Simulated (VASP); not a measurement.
# TePb (Fm-3m) in VASP: a series of runs, part 2 of 2

VASP 6.6.1.

**3. Single point, r2SCAN**

POSCAR reads:

```
TePb
1.0
    0.0000000000      3.2678368520      3.2678368520
    3.2678368520      0.0000000000      3.2678368520
    3.2678368520      3.2678368520      0.0000000000
Pb Te
1 1
Direct
    0.0000000000      0.0000000000      0.0000000000
    0.5000000000      0.5000000000      0.5000000000
```

INCAR.step1 reads:

```
PREC     = Accurate       # precision mode
ENCUT    = 550            # plane-wave cutoff, eV
ISMEAR   = 0              # smearing method
SIGMA    = 0.01           # smearing width, eV
LREAL    = False          # projectors in reciprocal space
LASPH    = True           # aspherical terms in the spheres
NELM     = 120            # most SCF steps
NBANDS   = 17             # bands
GGA      = PE             # functional
ALGO     = Normal         # electronic algorithm
EDIFF    = 1E-5           # SCF threshold, eV
LWAVE    = True           # write WAVECAR
LCHARG   = False          # write CHGCAR
GGA_COMPAT= False
```

INCAR.step2 reads:

```
PREC     = Accurate       # precision mode
ENCUT    = 550            # plane-wave cutoff, eV
EDIFF    = 1E-6           # SCF threshold, eV
ISMEAR   = 0              # smearing method
SIGMA    = 0.01           # smearing width, eV
LREAL    = False          # projectors in reciprocal space
LASPH    = True           # aspherical terms in the spheres
NELM     = 120            # most SCF steps
ALGO     = Normal         # electronic algorithm
ISIF     = 2              # what is computed and relaxed
LWAVE    = False          # write WAVECAR
LCHARG   = False          # write CHGCAR
METAGGA  = R2SCAN         # meta-GGA
LMIXTAU  = True         
NBANDS   = 17             # bands
ISTART   = 1            
GGA_COMPAT= False
```

KPOINTS reads:

```
regular mesh
0
Gamma
  6 6 6
```

Potentials or basis: VASP PAW PBE potentials, release 64 (Pb_d, Te).

On the command line:

```sh
cat potpaw_PBE.64/Pb_d/POTCAR potpaw_PBE.64/Te/POTCAR > POTCAR
cp INCAR.step1 INCAR
mpirun -np 1 vasp_std > vasp.out
cp INCAR.step2 INCAR
mpirun -np 1 vasp_std > vasp.out
```

OUTCAR:

```text
PREC = Accurate
   ENCUT = 550
   EDIFF = 1E-6
   ISMEAR = 0
   LREAL = False
   LASPH = True
   NELM = 120
   ISIF = 2
   METAGGA = R2SCAN
   ISTART = 1

 ion  position               nearest neighbor table
   1  0.000  0.000  0.000-   2 3.27   2 3.27   2 3.27   2 3.27   2 3.27   2 3.27
   2  0.500  0.500  0.500-   1 3.27   1 3.27   1 3.27   1 3.27   1 3.27   1 3.27

  LATTYP: Found a face centered cubic cell.
 ALAT       =     6.5356737040

  Lattice vectors:

 A1 = (   0.0000000000,   3.2678368520,   3.2678368520)
 A2 = (   3.2678368520,   0.0000000000,   3.2678368520)
 A3 = (   3.2678368520,   3.2678368520,   0.0000000000)

Analysis of symmetry for initial positions (statically):
=====================================================================
 Subroutine PRICEL returns:
 Original cell was already a primitive cell.

 Routine SETGRP: Setting up the symmetry group for a
 face centered cubic supercell.

 Subroutine GETGRP returns: Found 48 space group operations
 (whereof 48 operations were pure point group operations)
 out of a pool of 48 trial point group operations.

The static configuration has the point symmetry O_h .

Analysis of symmetry for dynamics (positions and initial velocities):
=====================================================================
 Subroutine PRICEL returns:
 Original cell was already a primitive cell.

 Routine SETGRP: Setting up the symmetry group for a
 face centered cubic supercell.

 Subroutine GETGRP returns: Found 48 space group operations
 (whereof 48 operations were pure point group operations)
 out of a pool of 48 trial point group operations.

The dynamic configuration has the point symmetry O_h .

 Subroutine INISYM returns: Found 48 space group operations
 (whereof 48 operations are pure point group operations),
 and found     1 'primitive' translations

----------------------------------------------------------------------------------------

                                     Primitive cell

[... 100 lines left out ...]
     AMIX     =   0.40;   BMIX     =  1.00
     AMIX_MAG =   1.60;   BMIX_MAG =  1.00
  volume/ion in A,a.u.               =      34.90       235.49
  Fermi-wavevector in a.u.,A,eV,Ry     =   1.079314  2.039608 15.849680  1.164919
  Thomas-Fermi vector in A             =   2.215276
   LORBIT       =      0    0 simple, 1 ext, 2 COOP (PROOUT), +10 PAW based schemes
   METAGGA = R2SCAN    functional components
   LHFCALC =     F    Hartree Fock is set to
   AEXX    =    0.0000 exact exchange contribution
   IVDW    =     0    specifies the selected vdW correction
   LEPSILON=     F    determine dielectric tensor
   LRPA    =     F    only Hartree local field effects (RPA)
 non-spin polarized calculation
 Gauss-broadening in eV      SIGMA  =   0.01
  energy-cutoff  :      550.00
  volume of cell :       69.79
 maximum number of plane-waves:      2085
   NGX = 17   NGY = 17   NGZ = 17

 number of electron      20.0000002 magnetization

 Free energy of the ion-electron system (eV)
  ---------------------------------------------------
  ext. energy  EPLUGINS =         0.00000000
  ---------------------------------------------------
  free energy    TOTEN  =       -82.70647119 eV

  energy without entropy =      -82.70647119  energy(sigma->0) =      -82.70647119

 E-fermi :   5.1145     XC(G=0):  -9.6528

 val. band max:        5.0666978127   @ k =   0.5000   0.0000   0.0000
 cond. band min:       6.1601684164   @ k =   0.5000   0.0000   0.0000
 fundamental gap:      1.0934706037
 Fermi energy:         5.1144979174

 k-point     1 :       0.0000    0.0000    0.0000
  band No.  band energies     occupation
      1     -12.2490      2.00000
      2     -12.2490      2.00000
      3     -12.2399      2.00000
      4     -12.2399      2.00000
      5     -12.2399      2.00000
      6      -7.1536      2.00000
[... 297 lines left out ...]
      4     -12.2254      2.00000
      5     -12.2173      2.00000
      6      -5.3830      2.00000
[... 9 lines left out ...]
     16      16.2250      0.00000
     17      17.0921      0.00000

------------------------ aborting loop because EDIFF is reached ----------------------------------------

  FORCE on cell =-STRESS in cart. coord.  units (eV):
  Direction    XX          YY          ZZ          XY          YZ          ZX
  --------------------------------------------------------------------------------------
  -------------------------------------------------------------------------------------
  Total       -0.0040157     -0.0040157     -0.0040157      0.0000000      0.0000000     -0.0000000
  in kB       -0.0921861     -0.0921861     -0.0921861      0.0000000      0.0000000     -0.0000000
  external PRESSURE =      -0.0921861 kB  Pullay stress =       0.0000000 kB

 VOLUME and BASIS-vectors are now :
 -----------------------------------------------------------------------------
  energy-cutoff  :      550.00
  volume of cell :       69.79
      direct lattice vectors                 reciprocal lattice vectors
     0.000000000  3.267836852  3.267836852    -0.153006415  0.153006415  0.153006415
     3.267836852  0.000000000  3.267836852     0.153006415 -0.153006415  0.153006415
     3.267836852  3.267836852  0.000000000     0.153006415  0.153006415 -0.153006415

 POSITION                                       TOTAL-FORCE (eV/Angst)
 -----------------------------------------------------------------------------------
      0.00000      0.00000      0.00000         0.000000     -0.000000      0.000000
      3.26784      3.26784      3.26784        -0.000000      0.000000     -0.000000
 -----------------------------------------------------------------------------------
    total drift:                               -0.000000      0.000000      0.000000

  FREE ENERGIE OF THE ION-ELECTRON SYSTEM (eV)
  ---------------------------------------------------
  free  energy   TOTEN  =       -82.7064711912 eV

  energy  without entropy=      -82.7064711912  energy(sigma->0) =      -82.70647119
```

OUTCAR.step1:

```text
PREC = Accurate
   ENCUT = 550
   ISMEAR = 0
   LREAL = False
   LASPH = True
[... 530 lines left out ...]
      0.00000      0.00000      0.00000         0.000000      0.000000      0.000000
      3.26784      3.26784      3.26784         0.000000      0.000000     -0.000000
 -----------------------------------------------------------------------------------
    total drift:                               -0.000000      0.000000      0.000000

  FREE ENERGIE OF THE ION-ELECTRON SYSTEM (eV)
  ---------------------------------------------------
  free  energy   TOTEN  =        -7.5216912163 eV

  energy  without entropy=       -7.5216912163  energy(sigma->0) =       -7.52169122
```

OSZICAR.step1:

```text
N       E                     dE             d eps       ncg     rms          rms(c)
DAV:   1     0.150862842036E+03    0.15086E+03   -0.94141E+03   544   0.118E+03
DAV:   2     0.290447060551E+01   -0.14796E+03   -0.14422E+03   587   0.297E+02
DAV:   3    -0.737908829535E+01   -0.10284E+02   -0.10154E+02   725   0.838E+01
DAV:   4    -0.764786333341E+01   -0.26878E+00   -0.26865E+00   687   0.154E+01
DAV:   5    -0.765871937261E+01   -0.10856E-01   -0.10856E-01   800   0.277E+00    0.310E+00
DAV:   6    -0.752319829186E+01    0.13552E+00   -0.29980E-01   760   0.370E+00    0.191E+00
DAV:   7    -0.751963492308E+01    0.35634E-02   -0.88879E-02   658   0.141E+00    0.910E-01
DAV:   8    -0.752184885151E+01   -0.22139E-02   -0.10577E-02   661   0.104E+00    0.161E-01
DAV:   9    -0.752164468662E+01    0.20416E-03   -0.16671E-03   796   0.422E-01    0.742E-02
DAV:  10    -0.752168567354E+01   -0.40987E-04   -0.18486E-04   613   0.998E-02    0.209E-02
DAV:  11    -0.752169121632E+01   -0.55428E-05   -0.50059E-05   748   0.574E-02
   1 F= -.75216912E+01 E0= -.75216912E+01  d E =-.128534E-13
```

Run time: 71 s. Hardware: 1 thread of Intel Xeon Platinum 8259CL at 2.50GHz (Skylake/Cascade Lake), shared host; peak memory 0.22 GiB.

Results:

```yaml
Free_energy: -82.7065 eV
Pressure: 0.0 GPa
Band_gap_on_the_k_mesh: 1.09 eV
```

Levels at points of the mesh, in eV from the valence-band top:
```csv
k point,band 7,band 8,band 9,band 10,band 11,band 12,band 13,band 14
"(0.00, 0.00, 0.00)",-5.72,-1.35,-1.35,-1.35,4.32,4.32,4.32,6.27
"(0.50, 0.00, 0.00)",-8.71,-0.90,-0.90,0.00,1.09,1.51,1.51,8.91
"(0.50, 0.50, 0.00)",-7.44,-4.41,-2.76,-2.76,3.74,5.71,5.71,6.97
```

Caveat: the structure was generated, so it needn't be the stable form of TePb; the PAW data sets were made with another functional, which shifts forces and pressure a little; spin-orbit coupling is left out, which moves the levels of the heavy elements. A k mesh can miss the band edges.

**4. Single point, PBE**

INCAR reads:

```
SYSTEM = TePb
  ALGO = Normal
  EDIFF = 1E-6
  ENCUT = 500
  GGA = PE
  GGA_COMPAT = .False.
  ISIF = 2
  ISMEAR = 0
  ISYM = 0
  LASPH = .True.
  LCHARG = .False.
  LREAL = .False.
  LWAVE = .False.
  NBANDS = 17
  NELM = 120
  PREC = Accurate
  SIGMA = 0.01
```

KPOINTS reads:

```
k-points
0
Gamma
  6 6 6
  0 0 0
```

POSCAR is that of step 3.

On the command line:

```sh
cat potpaw_PBE.64/Pb_d/POTCAR potpaw_PBE.64/Te/POTCAR > POTCAR
mpirun -np 1 vasp_std > vasp.out
```

Run time: 88 s. Hardware: 1 thread of Intel Xeon Platinum 8259CL at 2.50GHz (Skylake/Cascade Lake), shared host; peak memory 0.29 GiB.

Results (log left out):

```
Free energy            : -7.5219 eV
Pressure               : 0.6 GPa
Band gap on the k mesh : 0.80 eV
```

Levels at points of the mesh, in eV from the valence-band top:
```csv
k point,band 7,band 8,band 9,band 10,band 11,band 12,band 13,band 14
"(0.00, 0.00, 0.00)",-5.67,-1.21,-1.21,-1.21,4.04,4.04,4.04,5.88
"(0.50, 0.00, 0.00)",-8.41,-0.78,-0.78,0.00,0.80,1.36,1.36,8.36
"(0.00, 0.50, 0.00)",-8.41,-0.78,-0.78,0.00,0.80,1.36,1.36,8.36
"(0.00, 0.00, 0.50)",-8.41,-0.78,-0.78,0.00,0.80,1.36,1.36,8.36
"(0.50, 0.50, 0.50)",-8.41,-0.78,-0.78,0.00,0.80,1.36,1.36,8.36
"(0.50, 0.50, 0.00)",-7.24,-4.23,-2.60,-2.60,3.44,5.36,5.36,6.52
"(0.00, 0.50, 0.50)",-7.24,-4.23,-2.60,-2.60,3.44,5.36,5.36,6.52
"(0.50, 0.00, 0.50)",-7.24,-4.23,-2.60,-2.60,3.44,5.36,5.36,6.52
```

Caveat: the structure was generated, so it needn't be the stable form of TePb; spin-orbit coupling is left out, which moves the levels of the heavy elements. A k mesh can miss the band edges.

**5. Overview**

```tsv
level	cutoff (eV)	gap on the mesh (eV)	pressure (GPa)
PBEsol	500	0.74	-1.8
r2SCAN	550	1.09	0.0
PBE	500	0.80	0.6
```

Alike in all rows: task single point; potentials or basis VASP PAW PBE potentials, release 64 (Pb_d, Te); no spin polarisation; cell as given; k mesh 6 × 6 × 6; smearing gaussian 0.01 eV.

On the cell as given the gap runs from 0.74 eV (PBEsol) to 1.09 eV (r2SCAN). The pressure there spans -1.8 GPa (PBEsol) to 0.6 GPa (PBE); a positive pressure means that this level wants a larger cell, a negative one a smaller.

Caveats: the structure was generated, so it needn't be the stable form of TePb; spin-orbit coupling is left out, which moves the levels of the heavy elements; the PAW data sets were made with another functional, which shifts forces and pressure a little (at least some runs).

Absolute energies hang on the potentials; compare differences alone.
